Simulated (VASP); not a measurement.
A run of VASP 6.6.1:

Contents of INCAR:

```
ALGO = Normal
EDIFF = 1E-7
ENCUT = 520
GGA = PE
ISIF = 2
ISMEAR = 0
LASPH = T
LCHARG = F
LREAL = F
LWAVE = F
NBANDS = 40
NELM = 60
PREC = Accurate
SIGMA = 0.05
```

KPOINTS

```
k-points
0
Gamma
  6 6 6
```

Contents of POSCAR:

```
Si4O7
1.0
    0.0000000000      4.2357990674     -2.6899428419
    0.0000000000     -4.2357990674     -2.6899428419
   -4.2357990674      0.0000000000      2.6899428419
Si O
4 7
Direct
    0.2500000000      0.7500000000      0.5000000000
    0.7500000000      0.2500000000      0.5000000000
    0.0000000000      0.0000000000      1.0000000000
    0.5000000000      0.5000000000      1.0000000000
    1.0000000000      0.3069827092      0.3069827092
    0.5569827092      0.7500000000      0.8069827092
    0.0569827092      0.2500000000      0.8069827092
    0.0000000000      0.6930172908      0.6930172908
    0.4373990506      0.2412716135      0.6786706641
    0.9430172908      0.7500000000      0.1930172908
    0.4430172908      0.2500000000      0.1930172908
```

Potentials or basis: VASP PAW PBE potentials, release 64 (Si, O).

Run with:

```console
$ cat potpaw_PBE.64/Si/POTCAR potpaw_PBE.64/O/POTCAR > POTCAR
$ mpirun -np 1 vasp_std > vasp.out
```

Hardware: 1 thread of Intel(R) Xeon(R) 6975P-C (Granite Rapids), with other jobs on the host.

Problem. Estimate the wall time of this run.

Solution. Wall time 2.5 min on 1 thread of Intel(R) Xeon(R) 6975P-C (Granite Rapids) (shared host), peak memory 0.34 GiB. Counts: scf iterations 16, k points 68.
